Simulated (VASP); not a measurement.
# BaS (Fm-3m) in VASP: a series of runs

Runs on BaS. Level: PBE. Tasks: single point.

Everything below comes from runs of VASP 6.6.1. Logs are shortened: lines on timing, memory, paths and dates and some standing lists are left out, and cuts for length are marked.

## 1. The cell of the first run

The structure is cubic, space group Fm-3m (No. 225). The conventional cell has a = 6.320 Å, b = 6.320 Å, c = 6.320 Å, α = 90.00°, β = 90.00°, γ = 90.00°. Ba (site symmetry m-3m) has 6 S at 3.16 Å within 4.2 Å. S (site symmetry m-3m) has 6 Ba at 3.16 Å within 4.2 Å.

## 2. Single point, PBE

INCAR

```
PREC = Accurate
ENCUT = 500
EDIFF = 1E-6
ISMEAR = 0
SIGMA = 0.01
LREAL = F
LASPH = T
NELM = 120
ALGO = Normal
ISIF = 2
LWAVE = F
LCHARG = F
GGA = PE
NBANDS = 15
GGA_COMPAT = F
```

KPOINTS

```
regular mesh
0
Gamma
  4 4 4
```

POSCAR

```
BaS
1.0
    0.0000000000      3.1600000000      3.1600000000
    3.1600000000      0.0000000000      3.1600000000
    3.1600000000      3.1600000000      0.0000000000
Ba S
1 1
Direct
    0.0000000000      0.0000000000      0.0000000000
    0.5000000000      0.5000000000      0.5000000000
```

Potentials or basis: VASP PAW PBE potentials, release 64 (Ba_sv, S).

Run with:

```console
> cat potpaw_PBE.64/Ba_sv/POTCAR potpaw_PBE.64/S/POTCAR > POTCAR
> mpirun -np 1 vasp_std > vasp.out
```

OUTCAR:

```text
PREC = Accurate
   ENCUT = 500
   EDIFF = 1E-6
   ISMEAR = 0
   LREAL = F
   LASPH = T
   NELM = 120
   ISIF = 2
   GGA = PE

 ion  position               nearest neighbor table
   1  0.000  0.000  0.000-   2 3.16   2 3.16   2 3.16   2 3.16   2 3.16   2 3.16
   2  0.500  0.500  0.500-   1 3.16   1 3.16   1 3.16   1 3.16   1 3.16   1 3.16

  LATTYP: Found a face centered cubic cell.
 ALAT       =     6.3200000000

  Lattice vectors:

 A1 = (   0.0000000000,   3.1600000000,   3.1600000000)
 A2 = (   3.1600000000,   0.0000000000,   3.1600000000)
 A3 = (   3.1600000000,   3.1600000000,   0.0000000000)

Analysis of symmetry for initial positions (statically):
=====================================================================
 Subroutine PRICEL returns:
 Original cell was already a primitive cell.

 Routine SETGRP: Setting up the symmetry group for a
 face centered cubic supercell.

 Subroutine GETGRP returns: Found 48 space group operations
 (whereof 48 operations were pure point group operations)
 out of a pool of 48 trial point group operations.

The static configuration has the point symmetry O_h .

Analysis of symmetry for dynamics (positions and initial velocities):
=====================================================================
 Subroutine PRICEL returns:
 Original cell was already a primitive cell.

 Routine SETGRP: Setting up the symmetry group for a
 face centered cubic supercell.

 Subroutine GETGRP returns: Found 48 space group operations
 (whereof 48 operations were pure point group operations)
 out of a pool of 48 trial point group operations.

The dynamic configuration has the point symmetry O_h .

 Subroutine INISYM returns: Found 48 space group operations
 (whereof 48 operations are pure point group operations),
 and found     1 'primitive' translations

----------------------------------------------------------------------------------------

                                     Primitive cell

  volume of cell :      63.1090

  direct lattice vectors                    reciprocal lattice vectors
     0.000000000  3.160000000  3.160000000    -0.158227848  0.158227848  0.158227848
     3.160000000  0.000000000  3.160000000     0.158227848 -0.158227848  0.158227848
     3.160000000  3.160000000  0.000000000     0.158227848  0.158227848 -0.158227848

  length of vectors
     4.468914857  4.468914857  4.468914857     0.274058672  0.274058672  0.274058672

  position of ions in fractional coordinates (direct lattice)
     0.000000000  0.000000000  0.000000000
     0.500000000  0.500000000  0.500000000

  ion indices of the primitive-cell ions
   primitive index   ion index
                 1           1
                 2           2

----------------------------------------------------------------------------------------

 KPOINTS: regular mesh

Automatic generation of k-mesh.
 Grid dimensions read from file:
 generate k-points for:    4    4    4

 Generating k-lattice:

  Cartesian coordinates                     Fractional coordinates (reciprocal lattice)
    -0.039556962  0.039556962  0.039556962     0.250000000  0.000000000  0.000000000
     0.039556962 -0.039556962  0.039556962     0.000000000  0.250000000  0.000000000
     0.039556962  0.039556962 -0.039556962     0.000000000  0.000000000  0.250000000

  Length of vectors
     0.068514668  0.068514668  0.068514668

  Shift w.r.t. Gamma in fractional coordinates (k-lattice)
     0.000000000  0.000000000  0.000000000

 Subroutine IBZKPT returns following result:
 ===========================================

 Found      8 irreducible k-points:

 Following reciprocal coordinates:
            Coordinates               Weight
  0.000000  0.000000  0.000000      1.000000
  0.250000  0.000000  0.000000      8.000000
  0.500000  0.000000  0.000000      4.000000
  0.250000  0.250000  0.000000      6.000000
  0.500000  0.250000  0.000000     24.000000
 -0.250000  0.250000  0.000000     12.000000
  0.500000  0.500000  0.000000      3.000000
 -0.250000  0.500000  0.250000      6.000000
   k-points           NKPTS =      8   k-points in BZ     NKDIM =      8   number of bands    NBANDS=     15
   number of dos      NEDOS =    301   number of ions     NIONS =      2
   total plane-waves  NPLWV =  46656
   dimension x,y,z NGX =    36 NGY =   36 NGZ =   36
   dimension x,y,z NGXF=    72 NGYF=   72 NGZF=   72
   ions per type =               1   1
   NGX,Y,Z   is equivalent  to a cutoff of  13.39, 13.39, 13.39 a.u.
   NGXF,Y,Z  is equivalent  to a cutoff of  26.78, 26.78, 26.78 a.u.
 SYSTEM =  unknown system
   PREC   = accura    normal or accurate (medium, high low for compatibility)
   ISTART =      0    job   : 0-new  1-cont  2-samecut
   ICHARG =      2    charge: 1-file 2-atom 10-const
   ISPIN  =      1    spin polarized calculation?
   LNONCOLLINEAR =      F non collinear calculations
   LSORBIT =      F    spin-orbit coupling
   LASPH  =      T    aspherical Exc in radial PAW
   ENCUT  =  500.0 eV  36.75 Ry    6.06 a.u.   8.15  8.15  8.15*2*pi/ulx,y,z
   NELM   =    120;   NELMIN=  2; NELMDL= -5     # of ELM steps
   EDIFF  = 0.1E-05   stopping-criterion for ELM
   LREAL  =      F    real-space projection
   EDIFFG = 0.1E-04   stopping-criterion for IOM
   NSW    =      0    number of steps for IOM
   IBRION =     -1    ionic relax: 0-MD 1-quasi-New 2-CG
   NFREE  =      0    steps in history (QN), initial steepest desc. (CG)
   ISIF   =      2    stress and relaxation
   ISYM   =      2    0-nonsym 1-usesym 2-fastsym
   POTIM  = 0.5000    time-step for ionic-motion
   TEBEG  =    0.0;   TEEND  =   0.0 temperature during run
   PSTRESS=    0.0 pullay stress
   NELECT =      16.0000    total number of electrons
   NUPDOWN=      -1.0000    fix difference up-down
   EMIN   =  10.00;   EMAX   =-10.00  energy-range for DOS
   EFERMI =   0.00;   METHOD = LEGACY
   ISMEAR =     0;   SIGMA  =   0.01  broadening in eV -4-tet -1-fermi 0-gaus
   EFERMI_NEDOS =   21; number of points for ismear=-14 and -15
   IALGO  =     38    algorithm
   IMIX   =      4    mixing-type and parameters
     AMIX     =   0.40;   BMIX     =  1.00
     AMIX_MAG =   1.60;   BMIX_MAG =  1.00
  volume/ion in A,a.u.               =      31.55       212.94
  Fermi-wavevector in a.u.,A,eV,Ry     =   1.036138  1.958018 14.606979  1.073583
  Thomas-Fermi vector in A             =   2.170515
   LORBIT       =      0    0 simple, 1 ext, 2 COOP (PROOUT), +10 PAW based schemes
   GGA     = PE    functional components
   LHFCALC =     F    Hartree Fock is set to
   AEXX    =    0.0000 exact exchange contribution
   IVDW    =     0    specifies the selected vdW correction
   LEPSILON=     F    determine dielectric tensor
   LRPA    =     F    only Hartree local field effects (RPA)
 non-spin polarized calculation
 Gauss-broadening in eV      SIGMA  =   0.01
  energy-cutoff  :      500.00
  volume of cell :       63.11
 maximum number of plane-waves:      1639
 NGX is ok and might be reduce to    36
   NGX = 17   NGY = 17   NGZ = 17

 number of electron      15.9999999 magnetization

 Free energy of the ion-electron system (eV)
  ---------------------------------------------------
  ext. energy  EPLUGINS =         0.00000000
  ---------------------------------------------------
  free energy    TOTEN  =       -10.15035596 eV

  energy without entropy =      -10.15035596  energy(sigma->0) =      -10.15035596

 E-fermi :   1.7605     XC(G=0):  -8.7573

 val. band max:        1.6300396717   @ k =   0.0000   0.0000   0.0000
 cond. band min:       3.6741630096   @ k =   0.5000   0.5000   0.0000
 fundamental gap:      2.0441233379
 Fermi energy:         1.7604750780

 k-point     1 :       0.0000    0.0000    0.0000
  band No.  band energies     occupation
      1     -24.3552      2.00000
      2      -9.4060      2.00000
      3      -9.4060      2.00000
      4      -9.4060      2.00000
      5      -8.7793      2.00000
      6       1.6300      2.00000
      7       1.6300      2.00000
      8       1.6300      2.00000
      9       5.3845      0.00000
     10       5.4935      0.00000
     11       5.4935      0.00000
     12       5.4935      0.00000
     13       6.4534      0.00000
     14       6.4534      0.00000
     15      10.4144      0.00000

 k-point     2 :       0.2500    0.0000    0.0000
  band No.  band energies     occupation
      1     -24.3290      2.00000
      2     -10.2480      2.00000
      3      -9.4271      2.00000
      4      -9.4271      2.00000
      5      -7.8890      2.00000
      6       0.4420      2.00000
      7       0.9634      2.00000
      8       0.9634      2.00000
      9       5.7527      0.00000
     10       6.4139      0.00000
     11       6.4139      0.00000
     12       7.2029      0.00000
     13       8.1283      0.00000
     14       8.1283      0.00000
     15      12.3876      0.00000

 k-point     3 :       0.5000    0.0000    0.0000
  band No.  band energies     occupation
      1     -24.3026      2.00000
      2     -10.6898      2.00000
      3      -9.4477      2.00000
      4      -9.4477      2.00000
      5      -7.3906      2.00000
      6      -0.3784      2.00000
      7       0.4787      2.00000
      8       0.4787      2.00000
      9       7.2774      0.00000
     10       7.4141      0.00000
     11       8.0518      0.00000
     12       8.0518      0.00000
     13      10.6924      0.00000
     14      10.6924      0.00000
     15      10.8222      0.00000
[... 55 lines left out ...]
 k-point     7 :       0.5000    0.5000    0.0000
  band No.  band energies     occupation
      1     -24.2873      2.00000
      2      -9.9503      2.00000
      3      -9.6210      2.00000
      4      -9.6210      2.00000
      5      -8.6930      2.00000
      6       1.1450      2.00000
      7       1.5112      2.00000
      8       1.5112      2.00000
      9       3.6742      0.00000
     10       7.6385      0.00000
     11       7.8474      0.00000
     12       9.2891      0.00000
     13       9.2891      0.00000
     14       9.4515      0.00000
     15      10.3717      0.00000

 k-point     8 :      -0.2500    0.5000    0.2500
  band No.  band energies     occupation
      1     -24.2867      2.00000
      2     -10.0328      2.00000
      3      -9.7895      2.00000
      4      -9.7895      2.00000
      5      -8.0561      2.00000
      6       0.4582      2.00000
      7       1.1556      2.00000
      8       1.1556      2.00000
      9       5.9395      0.00000
     10       5.9395      0.00000
     11       8.0835      0.00000
     12       8.6513      0.00000
     13       9.3160      0.00000
     14      11.4637      0.00000
     15      12.5075      0.00000

------------------------ aborting loop because EDIFF is reached ----------------------------------------

  FORCE on cell =-STRESS in cart. coord.  units (eV):
  Direction    XX          YY          ZZ          XY          YZ          ZX
  --------------------------------------------------------------------------------------
  -------------------------------------------------------------------------------------
  Total        1.2225326      1.2225326      1.2225326      0.0000000     -0.0000000      0.0000000
  in kB       31.0370043     31.0370043     31.0370043      0.0000000     -0.0000000      0.0000000
  external PRESSURE =      31.0370043 kB  Pullay stress =       0.0000000 kB

 VOLUME and BASIS-vectors are now :
 -----------------------------------------------------------------------------
  energy-cutoff  :      500.00
  volume of cell :       63.11
      direct lattice vectors                 reciprocal lattice vectors
     0.000000000  3.160000000  3.160000000    -0.158227848  0.158227848  0.158227848
     3.160000000  0.000000000  3.160000000     0.158227848 -0.158227848  0.158227848
     3.160000000  3.160000000  0.000000000     0.158227848  0.158227848 -0.158227848

 POSITION                                       TOTAL-FORCE (eV/Angst)
 -----------------------------------------------------------------------------------
      0.00000      0.00000      0.00000         0.000000      0.000000      0.000000
      3.16000      3.16000      3.16000         0.000000      0.000000      0.000000
 -----------------------------------------------------------------------------------
    total drift:                                0.000000      0.000000      0.000000

  FREE ENERGIE OF THE ION-ELECTRON SYSTEM (eV)
  ---------------------------------------------------
  free  energy   TOTEN  =       -10.1503559624 eV

  energy  without entropy=      -10.1503559624  energy(sigma->0) =      -10.15035596
```

It took 7.5 s on 1 thread of Intel Xeon Platinum 8559C (Emerald Rapids), shared host; peak memory 0.19 GiB.

What came out:

```
Free energy            : -10.1504 eV
Pressure               : 3.1 GPa
Band gap on the k mesh : 2.04 eV, indirect (least direct gap 2.16 eV)
```

Levels at points of the mesh, in eV from the valence-band top:
```
           k point  band 4  band 5  band 6  band 7  band 8  band 9  band 10  band 11  band 12  band 13
(0.00, 0.00, 0.00)  -11.04  -10.41    0.00    0.00    0.00    3.75     3.86     3.86     3.86     4.82
(0.50, 0.00, 0.00)  -11.08   -9.02   -2.01   -1.15   -1.15    5.65     5.78     6.42     6.42     9.06
(0.50, 0.50, 0.00)  -11.25  -10.32   -0.48   -0.12   -0.12    2.04     6.01     6.22     7.66     7.66
```

Caveat: the k points lie up to 0.43 Å⁻¹ apart; spin-orbit coupling is left out, which moves the levels of the heavy elements. A k mesh can miss the band edges.

## 3. Single point, PBE

This run uses another cell than the first one, of 33.45 Å³/atom, 1.060 times its volume.

INCAR

```
ALGO     = Normal         # electronic algorithm
EDIFF    = 1E-6           # SCF threshold, eV
ENCUT    = 500            # plane-wave cutoff, eV
GGA      = PE             # functional
GGA_COMPAT= False        
ISIF     = 2              # what is computed and relaxed
ISMEAR   = 0              # smearing method
LASPH    = True           # aspherical terms in the spheres
LCHARG   = True           # write CHGCAR
LELF     = True           # ELF
LREAL    = False          # projectors in reciprocal space
LVHAR    = True         
LWAVE    = False          # write WAVECAR
NBANDS   = 15             # bands
NELM     = 120            # most SCF steps
PREC     = Accurate       # precision mode
SIGMA    = 0.01           # smearing width, eV
```

KPOINTS

```
k-points
0
Gamma
  4 4 4
```

POSCAR

```
BaS
1.0
    0.0000000000      3.2219765200      3.2219765200
    3.2219765200      0.0000000000      3.2219765200
    3.2219765200      3.2219765200      0.0000000000
Ba S
1 1
Direct
    0.0000000000      0.0000000000      0.0000000000
    0.5000000000      0.5000000000      0.5000000000
```

Potentials or basis: VASP PAW PBE potentials, release 64 (Ba_sv, S).

Run with:

```console
> cat potpaw_PBE.64/Ba_sv/POTCAR potpaw_PBE.64/S/POTCAR > POTCAR
> mpirun -np 1 vasp_std > vasp.out
```

OUTCAR:

```text
EDIFF = 1E-6
   ENCUT = 500
   GGA = PE
   ISIF = 2
   ISMEAR = 0
   LASPH = True
   LREAL = False
   NELM = 120
   PREC = Accurate

 ion  position               nearest neighbor table
   1  0.000  0.000  0.000-   2 3.22   2 3.22   2 3.22   2 3.22   2 3.22   2 3.22
   2  0.500  0.500  0.500-   1 3.22   1 3.22   1 3.22   1 3.22   1 3.22   1 3.22

  LATTYP: Found a face centered cubic cell.
 ALAT       =     6.4439530400

  Lattice vectors:

 A1 = (   0.0000000000,   3.2219765200,   3.2219765200)
[... 312 lines left out ...]
------------------------ aborting loop because EDIFF is reached ----------------------------------------

  FORCE on cell =-STRESS in cart. coord.  units (eV):
  Direction    XX          YY          ZZ          XY          YZ          ZX
  --------------------------------------------------------------------------------------
  -------------------------------------------------------------------------------------
  Total        0.1130789      0.1130789      0.1130789      0.0000000     -0.0000000      0.0000000
  in kB        2.7082898      2.7082898      2.7082898      0.0000000     -0.0000000      0.0000000
  external PRESSURE =       2.7082898 kB  Pullay stress =       0.0000000 kB

 VOLUME and BASIS-vectors are now :
 -----------------------------------------------------------------------------
  energy-cutoff  :      500.00
  volume of cell :       66.90
      direct lattice vectors                 reciprocal lattice vectors
     0.000000000  3.221976520  3.221976520    -0.155184247  0.155184247  0.155184247
     3.221976520  0.000000000  3.221976520     0.155184247 -0.155184247  0.155184247
     3.221976520  3.221976520  0.000000000     0.155184247  0.155184247 -0.155184247

 POSITION                                       TOTAL-FORCE (eV/Angst)
 -----------------------------------------------------------------------------------
      0.00000      0.00000      0.00000         0.000000      0.000000     -0.000000
      3.22198      3.22198      3.22198        -0.000000     -0.000000      0.000000
 -----------------------------------------------------------------------------------
    total drift:                                0.000000      0.000000      0.000000

  FREE ENERGIE OF THE ION-ELECTRON SYSTEM (eV)
  ---------------------------------------------------
  free  energy   TOTEN  =       -10.1890694184 eV

  energy  without entropy=      -10.1890694184  energy(sigma->0) =      -10.18906942
```

It took 9.5 s on 1 thread of Intel Xeon Platinum 8559C (Emerald Rapids), shared host; peak memory 0.19 GiB.

Results:

```yaml
Free_energy: -10.1891 eV
Pressure: 0.3 GPa
Band_gap_on_the_k_mesh: 2.15 eV, indirect (least direct gap 2.30 eV)
```

Caveat: the k points lie up to 0.42 Å⁻¹ apart; spin-orbit coupling is left out, which moves the levels of the heavy elements. A k mesh can miss the band edges.

## 4. Single point, PBE

This run uses another cell than the first one, of 33.45 Å³/atom, 1.060 times its volume.

INCAR

```
SYSTEM = BaS
  PREC = Accurate
  ENCUT = 500
  EDIFF = 1E-6
  ISMEAR = 0
  SIGMA = 0.01
  LREAL = .FALSE.
  LASPH = .TRUE.
  NELM = 120
  ALGO = Normal
  ISIF = 2
  LWAVE = .FALSE.
  LCHARG = .FALSE.
  GGA = PE
  NBANDS = 15
  GGA_COMPAT = .FALSE.
```

KPOINTS

```
regular mesh
0
G
  4 4 4
  0 0 0
```

POSCAR is that of step 3.

Run with:

```console
> cat potpaw_PBE.64/Ba_sv/POTCAR potpaw_PBE.64/S/POTCAR > POTCAR
> mpirun -np 1 vasp_std > vasp.out
```

Wall time 7.3 s (1 thread of Intel Xeon Platinum 8559C (Emerald Rapids), shared host); peak memory 0.19 GiB.

Results (log left out):

```
Free energy            : -10.1891 eV
Pressure               : 0.3 GPa
Band gap on the k mesh : 2.15 eV, indirect (least direct gap 2.30 eV)
```

Levels at points of the mesh, in eV from the valence-band top:
| k point | band 5 | band 6 | band 7 | band 8 | band 9 | band 10 | band 11 | band 12 |
| --- | --- | --- | --- | --- | --- | --- | --- | --- |
| (0.00, 0.00, 0.00) | -10.32 | 0.00 | 0.00 | 0.00 | 3.47 | 3.86 | 3.86 | 3.86 |
| (0.50, 0.00, 0.00) | -9.20 | -1.88 | -1.04 | -1.04 | 5.45 | 5.61 | 6.20 | 6.20 |
| (0.50, 0.50, 0.00) | -10.22 | -0.55 | -0.15 | -0.15 | 2.15 | 5.86 | 5.86 | 7.35 |

Caveat: the k points lie up to 0.42 Å⁻¹ apart; spin-orbit coupling is left out, which moves the levels of the heavy elements.
